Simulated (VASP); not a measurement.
# ZnF2 (P4_2/mnm) in VASP: further runs, part 2 of 2

VASP 6.6.1.

## (3) Relaxation of cell and atoms, PBE

This run uses another cell than the first one, of 11.56 Å³/atom.

Input file INCAR:

```
SYSTEM = ZnF2
PREC = Accurate ; ENCUT = 600
EDIFF = 1E-7 ; ISMEAR = 0
SIGMA = 0.02 ; LREAL = .FALSE.
LASPH = .TRUE. ; NELM = 120
ALGO = Normal ; ISIF = 3
LWAVE = .FALSE. ; LCHARG = .FALSE.
GGA = PE ; IBRION = 2
NSW = 100 ; EDIFFG = -0.005
GGA_COMPAT = .FALSE. ; NELMIN = 4
```

Input file KPOINTS:

```
regular mesh
0
G
  6 6 8
  0 0 0
```

Input file POSCAR:

```
ZnF2
1.0
    4.7038000000      0.0000000000      0.0000000000
    0.0000000000      4.7038000000      0.0000000000
    0.0000000000      0.0000000000      3.1336000000
Zn F
2 4
Direct
    0.0000000000      0.0000000000      0.0000000000
    0.5000000000      0.5000000000      0.5000000000
    0.3035000000      0.3035000000      0.0000000000
    0.1965000000      0.8035000000      0.5000000000
    0.6965000000      0.6965000000      0.0000000000
    0.8035000000      0.1965000000      0.5000000000
```

Potentials or basis: VASP PAW PBE potentials, release 64 (Zn, F).

Run with:

```
> cat potpaw_PBE.64/Zn/POTCAR potpaw_PBE.64/F/POTCAR > POTCAR
> mpirun -np 1 vasp_std > vasp.out
```

OUTCAR:

```text
SYSTEM = ZnF2
   PREC = Accurate
   ENCUT = 600
   EDIFF = 1E-7
   ISMEAR = 0
   LREAL = .FALSE.
   LASPH = .TRUE.
   NELM = 120
   ISIF = 3
   GGA = PE
   IBRION = 2
   NSW = 100
   EDIFFG = -0.005
   NELMIN = 4

 ion  position               nearest neighbor table
   1  0.000  0.000  0.000-   3 2.02   5 2.02   4 2.04   6 2.04   4 2.04   6 2.04
   2  0.500  0.500  0.500-   4 2.02   6 2.02   5 2.04   3 2.04   3 2.04   5 2.04
   3  0.303  0.303  0.000-   1 2.02   2 2.04   2 2.04
   4  0.197  0.803  0.500-   2 2.02   1 2.04   1 2.04
   5  0.697  0.697  0.000-   1 2.02   2 2.04   2 2.04
   6  0.803  0.197  0.500-   2 2.02   1 2.04   1 2.04

  LATTYP: Found a simple tetragonal cell.
 ALAT       =     4.7038000000
 C/A-ratio  =     0.6661847868

  Lattice vectors:

 A1 = (   4.7038000000,   0.0000000000,   0.0000000000)
 A2 = (   0.0000000000,   4.7038000000,   0.0000000000)
 A3 = (   0.0000000000,   0.0000000000,   3.1336000000)

Analysis of symmetry for initial positions (statically):
=====================================================================
 Subroutine PRICEL returns:
 Original cell was already a primitive cell.

 Routine SETGRP: Setting up the symmetry group for a
 simple tetragonal supercell.

 Subroutine GETGRP returns: Found 16 space group operations
 (whereof  8 operations were pure point group operations)
[... 157 lines left out ...]
 conjugate gradient relaxation of ions
 non-spin polarized calculation
 Gauss-broadening in eV      SIGMA  =   0.02
  energy-cutoff  :      600.00
  volume of cell :       69.33
 maximum number of plane-waves:      2340
 NGX is ok and might be reduce to    40
   NGX = 19   NGY = 19   NGZ = 13

--------------------------------------- Ionic step        1  -------------------------------------------

 number of electron      52.0000006 magnetization

 Free energy of the ion-electron system (eV)
  ---------------------------------------------------
  ext. energy  EPLUGINS =         0.00000000
  ---------------------------------------------------
  free energy    TOTEN  =       -23.16373144 eV

  energy without entropy =      -23.16373144  energy(sigma->0) =      -23.16373144

 E-fermi :  -1.0302     XC(G=0): -10.2781

 val. band max:       -1.1179832551   @ k =   0.0000   0.0000   0.0000
 cond. band min:       2.3892088003   @ k =   0.0000   0.0000   0.0000
 fundamental gap:      3.5071920554
 Fermi energy:        -1.0301707601

 k-point     1 :       0.0000    0.0000    0.0000
  band No.  band energies     occupation
      1     -23.0178      2.00000
      2     -22.2402      2.00000
      3     -22.2402      2.00000
      4     -22.2076      2.00000
      5      -7.3690      2.00000
      6      -6.4810      2.00000
[... 1046 lines left out ...]
--------------------------------------- Ionic step        7  -------------------------------------------

 number of electron      51.9999972 magnetization

 Free energy of the ion-electron system (eV)
  ---------------------------------------------------
  ext. energy  EPLUGINS =         0.00000000
  ---------------------------------------------------
  free energy    TOTEN  =       -23.24185935 eV

  energy without entropy =      -23.24185935  energy(sigma->0) =      -23.24185935

 E-fermi :  -1.6261     XC(G=0):  -9.9760

 val. band max:       -1.7466242150   @ k =   0.0000   0.0000   0.0000
 cond. band min:       1.6966687531   @ k =   0.0000   0.0000   0.0000
 fundamental gap:      3.4432929682
 Fermi energy:        -1.6260842157

 k-point     1 :       0.0000    0.0000    0.0000
  band No.  band energies     occupation
      1     -23.1174      2.00000
      2     -22.4423      2.00000
      3     -22.4423      2.00000
      4     -22.4186      2.00000
      5      -7.4260      2.00000
      6      -6.6719      2.00000
[... 840 lines left out ...]
  FREE ENERGIE OF THE ION-ELECTRON SYSTEM (eV)
  ---------------------------------------------------
  free  energy   TOTEN  =       -23.2418593537 eV

  energy  without entropy=      -23.2418593537  energy(sigma->0) =      -23.24185935

 reached required accuracy - stopping structural energy minimisation
```

It took 11 min on 1 thread of AMD EPYC 9755, shared host; peak memory 0.24 GiB.

Results:

```yaml
Free_energy: -23.2419 eV
Relaxed_volume: 12.24 Å³/atom
Relaxed_cell: a = 4.802 Å, b = 4.802 Å, c = 3.184 Å, α = 90.00°, β = 90.00°, γ = 90.00°
Space_group_after_relaxing_to_0.1_Å: P4_2/mnm (No. 136)
Energy_gained_by_relaxing: 13.0 meV/atom
Ionic_steps: 7
Pressure_after_relaxing: 0.0 GPa
Largest_force_after_relaxing: 0.005 eV/Å
Band_gap_on_the_k_mesh: 3.44 eV
```

Forces in eV/Å, atoms in the order of the input:
```
Zn   0.000  0.000  0.000
Zn   0.000  0.000  0.000
F   -0.003 -0.003  0.000
F    0.003 -0.003  0.000
F    0.003  0.003  0.000
F   -0.003  0.003  0.000
```

Step by step:
| step | energy change (eV) | largest force (eV/Å) | pressure (GPa) | volume (Å³) |
| --- | --- | --- | --- | --- |
| 1 | 0.0000 | 0.0539 | 6.57 | 69.33 |
| 2 | -0.0730 | 0.0671 | -1.23 | 74.19 |
| 3 | -0.0768 | 0.0477 | 0.06 | 73.25 |
| 4 | -0.0768 | 0.0493 | -0.06 | 73.33 |
| 5 | -0.0774 | 0.0344 | -0.05 | 73.38 |
| 6 | -0.0781 | 0.0025 | -0.06 | 73.50 |
| 7 | -0.0781 | 0.0046 | 0.02 | 73.42 |

Final structure:
```xyz
6
Lattice="4.8018 0.0000 0.0000 0.0000 4.8018 0.0000 0.0000 0.0000 3.1844" Properties=species:S:1:pos:R:3 pbc="T T T"
Zn    0.0000    0.0000    3.1844
Zn    2.4009    2.4009    1.5922
F     1.4614    1.4614    0.0000
F     0.9395    3.8623    1.5922
F     3.3404    3.3404    0.0000
F     3.8623    0.9395    1.5922
```

A k mesh can miss the band edges. PBE usually gives volumes a little too large and moduli too small.
